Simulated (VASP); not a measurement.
# LuH2 (Fm-3m) in VASP: notebook, part 2 of 3

VASP 6.6.1. Earlier steps stand in the parts before.

## 4. Single point, BLYP+D3(BJ)

This run uses another cell than the first one, of 10.06 Å³/atom.

INCAR

```
SYSTEM = LuH2
  AGGAC = 1.0
  AGGAX = 1.0
  ALDAC = 0.0
  ALDAX = 1.0
  ALGO = Normal
  EDIFF = 1E-6
  ENCUT = 520
  GGA = B5
  ISIF = 2
  ISMEAR = 0
  IVDW = 12
  LASPH = .True.
  LCHARG = .False.
  LREAL = .False.
  LWAVE = .False.
  NBANDS = 20
  NELM = 80
  PREC = Accurate
  SIGMA = 0.1
  VDW_A1 = 0.4298
  VDW_A2 = 4.2359
  VDW_S6 = 1.0
  VDW_S8 = 2.6996
```

KPOINTS

```
k-points
0
Gamma
  11 11 11
  0 0 0
```

POSCAR

```
LuH2
1.0
    0.0000000000      2.4712031413      2.4712031413
    2.4712031413      0.0000000000      2.4712031413
    2.4712031413      2.4712031413      0.0000000000
Lu H
1 2
Direct
    0.0000000000      0.0000000000      0.0000000000
    0.2500000000      0.2500000000      0.2500000000
    0.7500000000      0.7500000000      0.7500000000
```

Potentials or basis: VASP PAW PBE potentials, release 64 (Lu, H).

Started as:

```sh
$ cat potpaw_PBE.64/Lu/POTCAR potpaw_PBE.64/H/POTCAR > POTCAR
$ mpirun -np 1 vasp_std > vasp.out
```

OUTCAR:

```text
SYSTEM = LuH2
   EDIFF = 1E-6
   ENCUT = 520
   GGA = B5
   ISIF = 2
   ISMEAR = 0
   IVDW = 12
   LASPH = .True.
   LREAL = .False.
   NELM = 80
   PREC = Accurate
 IVDW          = 12

 ion  position               nearest neighbor table
   1  0.000  0.000  0.000-   3 2.14   3 2.14   3 2.14   2 2.14   3 2.14   2 2.14   2 2.14   2 2.14

   2  0.250  0.250  0.250-   1 2.14   1 2.14   1 2.14   1 2.14
   3  0.750  0.750  0.750-   1 2.14   1 2.14   1 2.14   1 2.14

  LATTYP: Found a face centered cubic cell.
 ALAT       =     4.9424062826

  Lattice vectors:

 A1 = (   0.0000000000,   2.4712031413,   2.4712031413)
 A2 = (   2.4712031413,   0.0000000000,   2.4712031413)
 A3 = (   2.4712031413,   2.4712031413,   0.0000000000)

Analysis of symmetry for initial positions (statically):
=====================================================================
 Subroutine PRICEL returns:
 Original cell was already a primitive cell.

 Routine SETGRP: Setting up the symmetry group for a
 face centered cubic supercell.

 Subroutine GETGRP returns: Found 48 space group operations
 (whereof 48 operations were pure point group operations)
 out of a pool of 48 trial point group operations.

The static configuration has the point symmetry O_h .

Analysis of symmetry for dynamics (positions and initial velocities):
=====================================================================
 Subroutine PRICEL returns:
 Original cell was already a primitive cell.

 Routine SETGRP: Setting up the symmetry group for a
 face centered cubic supercell.

 Subroutine GETGRP returns: Found 48 space group operations
 (whereof 48 operations were pure point group operations)
 out of a pool of 48 trial point group operations.

The dynamic configuration has the point symmetry O_h .

 Subroutine INISYM returns: Found 48 space group operations
 (whereof 48 operations are pure point group operations),
 and found     1 'primitive' translations

----------------------------------------------------------------------------------------

                                     Primitive cell

  volume of cell :      30.1825

  direct lattice vectors                    reciprocal lattice vectors
     0.000000000  2.471203141  2.471203141    -0.202330594  0.202330594  0.202330594
     2.471203141  0.000000000  2.471203141     0.202330594 -0.202330594  0.202330594
     2.471203141  2.471203141  0.000000000     0.202330594  0.202330594 -0.202330594

  length of vectors
     3.494808998  3.494808998  3.494808998     0.350446869  0.350446869  0.350446869

  position of ions in fractional coordinates (direct lattice)
     0.000000000  0.000000000  0.000000000
     0.250000000  0.250000000  0.250000000
     0.750000000  0.750000000  0.750000000

  ion indices of the primitive-cell ions
   primitive index   ion index
                 1           1
                 2           2
                 3           3

----------------------------------------------------------------------------------------

 KPOINTS: k-points

Automatic generation of k-mesh.
 Grid dimensions read from file:
 generate k-points for:   11   11   11

 Generating k-lattice:

  Cartesian coordinates                     Fractional coordinates (reciprocal lattice)
    -0.018393690  0.018393690  0.018393690     0.090909091  0.000000000  0.000000000
     0.018393690 -0.018393690  0.018393690     0.000000000  0.090909091  0.000000000
     0.018393690  0.018393690 -0.018393690     0.000000000  0.000000000  0.090909091

  Length of vectors
     0.031858806  0.031858806  0.031858806

  Shift w.r.t. Gamma in fractional coordinates (k-lattice)
     0.000000000  0.000000000  0.000000000

 Subroutine IBZKPT returns following result:
 ===========================================

 Found     56 irreducible k-points:

 Following reciprocal coordinates:
            Coordinates               Weight
  0.000000  0.000000  0.000000      1.000000
  0.090909  0.000000  0.000000      8.000000
  0.181818  0.000000  0.000000      8.000000
  0.272727  0.000000  0.000000      8.000000
  0.363636  0.000000  0.000000      8.000000
  0.454545  0.000000  0.000000      8.000000
[... 16 lines left out ...]
 -0.272727  0.181818  0.000000     24.000000
 -0.181818  0.181818  0.000000     12.000000
 [... further k-points ...]
   k-points           NKPTS =     56   k-points in BZ     NKDIM =     56   number of bands    NBANDS=     20
   number of dos      NEDOS =    301   number of ions     NIONS =      3
   total plane-waves  NPLWV =  21952
   dimension x,y,z NGX =    28 NGY =   28 NGZ =   28
   dimension x,y,z NGXF=    56 NGYF=   56 NGZF=   56
   ions per type =               1   2
   NGX,Y,Z   is equivalent  to a cutoff of  13.32, 13.32, 13.32 a.u.
   NGXF,Y,Z  is equivalent  to a cutoff of  26.64, 26.64, 26.64 a.u.
 SYSTEM =  LuH2
   PREC   = accura    normal or accurate (medium, high low for compatibility)
   ISTART =      0    job   : 0-new  1-cont  2-samecut
   ICHARG =      2    charge: 1-file 2-atom 10-const
   ISPIN  =      1    spin polarized calculation?
   LNONCOLLINEAR =      F non collinear calculations
   LSORBIT =      F    spin-orbit coupling
   LASPH  =      T    aspherical Exc in radial PAW
   ENCUT  =  520.0 eV  38.22 Ry    6.18 a.u.   6.50  6.50  6.50*2*pi/ulx,y,z
   NELM   =     80;   NELMIN=  2; NELMDL= -5     # of ELM steps
   EDIFF  = 0.1E-05   stopping-criterion for ELM
   LREAL  =      F    real-space projection
   EDIFFG = 0.1E-04   stopping-criterion for IOM
   NSW    =      0    number of steps for IOM
   IBRION =     -1    ionic relax: 0-MD 1-quasi-New 2-CG
   NFREE  =      0    steps in history (QN), initial steepest desc. (CG)
   ISIF   =      2    stress and relaxation
   ISYM   =      2    0-nonsym 1-usesym 2-fastsym
   POTIM  = 0.5000    time-step for ionic-motion
   TEBEG  =    0.0;   TEEND  =   0.0 temperature during run
   PSTRESS=    0.0 pullay stress
   NELECT =      27.0000    total number of electrons
   NUPDOWN=      -1.0000    fix difference up-down
   EMIN   =  10.00;   EMAX   =-10.00  energy-range for DOS
   EFERMI =   0.00;   METHOD = LEGACY
   ISMEAR =     0;   SIGMA  =   0.10  broadening in eV -4-tet -1-fermi 0-gaus
   EFERMI_NEDOS =   21; number of points for ismear=-14 and -15
   IALGO  =     38    algorithm
   IMIX   =      4    mixing-type and parameters
     AMIX     =   0.40;   BMIX     =  1.00
     AMIX_MAG =   1.60;   BMIX_MAG =  1.00
  volume/ion in A,a.u.               =      10.06        67.89
  Fermi-wavevector in a.u.,A,eV,Ry     =   1.577409  2.980871 33.854276  2.488219
  Thomas-Fermi vector in A             =   2.678095
   LORBIT       =      0    0 simple, 1 ext, 2 COOP (PROOUT), +10 PAW based schemes
   GGA     = B5    functional components
   LHFCALC =     F    Hartree Fock is set to
   AEXX    =    0.0000 exact exchange contribution
   IVDW    =    12    specifies the selected vdW correction
   LEPSILON=     F    determine dielectric tensor
   LRPA    =     F    only Hartree local field effects (RPA)
 non-spin polarized calculation
 Gauss-broadening in eV      SIGMA  =   0.10
  energy-cutoff  :      520.00
  volume of cell :       30.18
 maximum number of plane-waves:       869
 NGX is ok and might be reduce to    28
   NGX = 13   NGY = 13   NGZ = 13

 number of electron      26.9999997 magnetization

 Free energy of the ion-electron system (eV)
  ---------------------------------------------------
  ext. energy  EPLUGINS =         0.00000000
  ---------------------------------------------------
  free energy    TOTEN  =       -12.15199271 eV

  energy without entropy =      -12.14736601  energy(sigma->0) =      -12.14967936

 E-fermi :   3.4557     XC(G=0): -10.7512

 val. band max:        3.4364872874   @ k =  -0.2727   0.2727   0.0000
 cond. band min:       3.5424386884   @ k =  -0.4545   0.1818   0.0000
 fundamental gap:      0.1059514010
 Fermi energy:         3.4556961585

 k-point     1 :       0.0000    0.0000    0.0000
  band No.  band energies     occupation
      1     -52.5052      2.00000
      2     -23.2035      2.00000
      3     -23.2035      2.00000
      4     -23.2035      2.00000
      5      -6.1057      2.00000
      6      -1.8994      2.00000
[... 12 lines left out ...]
     19      13.7385      0.00000
[... 513 lines left out ...]
      4     -23.2373      2.00000
      5      -4.2665      2.00000
      6      -1.9525      2.00000
[... 12 lines left out ...]
     19      11.8167      0.00000
     20      13.6267      0.00000

 [... further k-points ...]

------------------------ aborting loop because EDIFF is reached ----------------------------------------

 Edisp (eV)   -1.36696

 E8    (eV) :    -1.0078

  FORCE on cell =-STRESS in cart. coord.  units (eV):
  Direction    XX          YY          ZZ          XY          YZ          ZX
  --------------------------------------------------------------------------------------
  -------------------------------------------------------------------------------------
  Total       0.11328     0.11328     0.11328     0.00000     0.00000    -0.00000
  in kB       6.01304     6.01304     6.01304     0.00000     0.00000    -0.00000
  external pressure =        6.01 kB  Pullay stress =        0.00 kB

 VOLUME and BASIS-vectors are now :
 -----------------------------------------------------------------------------
  energy-cutoff  :      520.00
  volume of cell :       30.18
      direct lattice vectors                 reciprocal lattice vectors
     0.000000000  2.471203141  2.471203141    -0.202330594  0.202330594  0.202330594
     2.471203141  0.000000000  2.471203141     0.202330594 -0.202330594  0.202330594
     2.471203141  2.471203141  0.000000000     0.202330594  0.202330594 -0.202330594

 POSITION                                       TOTAL-FORCE (eV/Angst)
 -----------------------------------------------------------------------------------
      0.00000      0.00000      0.00000         0.000000     -0.000000     -0.000000
      1.23560      1.23560      1.23560        -0.000000     -0.000000     -0.000000
      3.70680      3.70680      3.70680         0.000000      0.000000      0.000000
 -----------------------------------------------------------------------------------
    total drift:                               -0.000000     -0.000000      0.000000

  FREE ENERGIE OF THE ION-ELECTRON SYSTEM (eV)
  ---------------------------------------------------
  free  energy   TOTEN  =       -13.5189504026 eV

  energy  without entropy=      -13.5143237049  energy(sigma->0) =      -13.51663705
```

It took 29 s on 1 thread of Intel Xeon Platinum 8488C (Sapphire Rapids), shared host; peak memory 0.2 GiB.

Results:

| Quantity | Value |
| --- | --- |
| Free energy | -13.5190 eV |
| Pressure | 0.6 GPa |
| Band gap on the k mesh | zero (an odd number of electrons rules out a gap without spin polarisation) |
| Dispersion energy per atom | -0.456 eV |

Caveat: the PAW data sets were made with another functional, which shifts forces and pressure a little; spin-orbit coupling is left out, which moves the levels of the heavy elements; an odd number of electrons without spin polarisation forces a metal; a magnetic or distorted state may lie lower.

## 5. Relaxation of cell and atoms, LDA

This run uses another cell than the first one, of 10.62 Å³/atom.

INCAR

```
SYSTEM = LuH2
PREC = Accurate
ENCUT = 600
EDIFF = 1E-6
ISMEAR = 0
SIGMA = 0.1
LREAL = .FALSE.
LASPH = .TRUE.
NELM = 80
ALGO = Normal
ISIF = 3
LWAVE = .FALSE.
LCHARG = .FALSE.
GGA = CA
IBRION = 2
NSW = 80
EDIFFG = -0.01
```

KPOINTS

```
Automatic mesh
0
G
  11 11 11
  0 0 0
```

POSCAR

```
LuH2
1.0
    0.0000000000      2.5165000000      2.5165000000
    2.5165000000      0.0000000000      2.5165000000
    2.5165000000      2.5165000000      0.0000000000
Lu H
1 2
Direct
    0.0000000000      0.0000000000      0.0000000000
    0.2500000000      0.2500000000      0.2500000000
    0.7500000000      0.7500000000      0.7500000000
```

Started as:

```sh
$ cat potpaw_PBE.64/Lu/POTCAR potpaw_PBE.64/H/POTCAR > POTCAR
$ mpirun -np 1 vasp_std > vasp.out
```

Run time: 1.7 min. Hardware: 1 thread of Intel Xeon Platinum 8488C (Sapphire Rapids), shared host; peak memory 0.19 GiB.

Results (log left out):

```
Free energy                           : -14.0688 eV
Relaxed volume                        : 9.93 Å³/atom
Relaxed cell                          : a = 3.479 Å, b = 3.479 Å, c = 3.479 Å, α = 60.00°, β = 60.00°, γ = 60.00°
Space group after relaxing (to 0.1 Å) : Fm-3m (No. 225)
Energy gained by relaxing             : 13.8 meV/atom
Ionic steps                           : 6
Pressure after relaxing               : 0.1 GPa
Band gap on the k mesh                : zero (an odd number of electrons rules out a gap without spin polarisation)
```

The path:
```
step  energy change (eV)  largest force (eV/Å)  pressure (GPa)  volume (Å³)
   1              0.0000                0.0000           -6.21        31.87
   2             -0.0410                0.0000           -2.73        30.01
   3             -0.0279                0.0000            3.80        28.74
   4             -0.0400                0.0000            1.37        29.46
   5             -0.0411                0.0000            0.68        29.64
   6             -0.0414                0.0000            0.14        29.79
```

Final structure:
```
Lu H
1.0
     0.00000    2.46033    2.46033
     2.46033    0.00000    2.46033
     2.46033    2.46033    0.00000
Lu H
1 2
Direct
  0.00000 0.00000 0.00000
  0.25000 0.25000 0.25000
  0.75000 0.75000 0.75000
```

Levels at points of the mesh, in eV from the Fermi level:
```tsv
k point	band 9	band 10	band 11	band 12	band 13	band 14	band 15	band 16	band 17
(0.00, 0.00, 0.00)	-4.76	-4.68	-4.68	-4.68	-0.14	1.40	1.40	1.40	4.41
```

Caveat: the PAW data sets were made with another functional, which shifts forces and pressure a little; spin-orbit coupling is left out, which moves the levels of the heavy elements; an odd number of electrons without spin polarisation forces a metal; a magnetic or distorted state may lie lower.

## 6. Relaxation of cell and atoms, PBEsol+D3(BJ)

This run uses another cell than the first one, of 10.62 Å³/atom.

INCAR

```
  PREC = Accurate
  ENCUT = 600
  EDIFF = 1E-6
  ISMEAR = 0
  SIGMA = 0.1
  LREAL = F
  LASPH = T
  NELM = 60
  ALGO = Normal
  ISIF = 3
  LWAVE = F
  LCHARG = F
  GGA = PS
  IVDW = 12
  IBRION = 2
  NSW = 80
  EDIFFG = -0.01
```

KPOINTS

```
regular mesh
0
Gamma
  11 11 11
```

POSCAR is that of step 5.

Potentials or basis: VASP PAW PBE potentials, release 64 (Lu, H).

Started as:

```sh
$ cat potpaw_PBE.64/Lu/POTCAR potpaw_PBE.64/H/POTCAR > POTCAR
$ mpirun -np 1 vasp_std > vasp.out
```

It took 78 s on 1 thread of Intel Xeon Platinum 8488C (Sapphire Rapids), shared host; peak memory 0.22 GiB.

Results (log left out):

```yaml
Free_energy: -14.2805 eV
Relaxed_volume: 9.89 Å³/atom
Relaxed_cell: a = 3.475 Å, b = 3.475 Å, c = 3.475 Å, α = 60.00°, β = 60.00°, γ = 60.00°
Space_group_after_relaxing_to_0.1_Å: Fm-3m (No. 225)
Energy_gained_by_relaxing: 15.6 meV/atom
Ionic_steps: 4
Pressure_after_relaxing: 0.1 GPa
Band_gap_on_the_k_mesh: zero (an odd number of electrons rules out a gap without spin polarisation)
Dispersion_energy_per_atom: -0.196 eV
```

The path:
| step | energy change (eV) | largest force (eV/Å) | pressure (GPa) | volume (Å³) |
| --- | --- | --- | --- | --- |
| 1 | 0.0000 | 0.0000 | -6.49 | 31.87 |
| 2 | -0.0463 | 0.0000 | -1.02 | 29.93 |
| 3 | -0.0469 | 0.0000 | 0.24 | 29.60 |
| 4 | -0.0469 | 0.0000 | 0.06 | 29.66 |

Final structure:
```xyz
3
Lattice="0.0000 2.4569 2.4569 2.4569 0.0000 2.4569 2.4569 2.4569 0.0000" Properties=species:S:1:pos:R:3 pbc="T T T"
Lu    0.0000    0.0000    0.0000
H     1.2285    1.2285    1.2285
H     3.6854    3.6854    3.6854
```

Levels at points of the mesh, in eV from the Fermi level:
```tsv
k point	band 11	band 12	band 13	band 14	band 15	band 16
(0.00, 0.00, 0.00)	-4.59	-4.59	-0.21	1.47	1.47	1.47
```

Caveat: the PAW data sets were made with another functional, which shifts forces and pressure a little; spin-orbit coupling is left out, which moves the levels of the heavy elements; an odd number of electrons without spin polarisation forces a metal; a magnetic or distorted state may lie lower.

(Part 2 of 3 ends here.)

The gap in the log of VASP goes by the Fermi energy; the results here count the filled bands.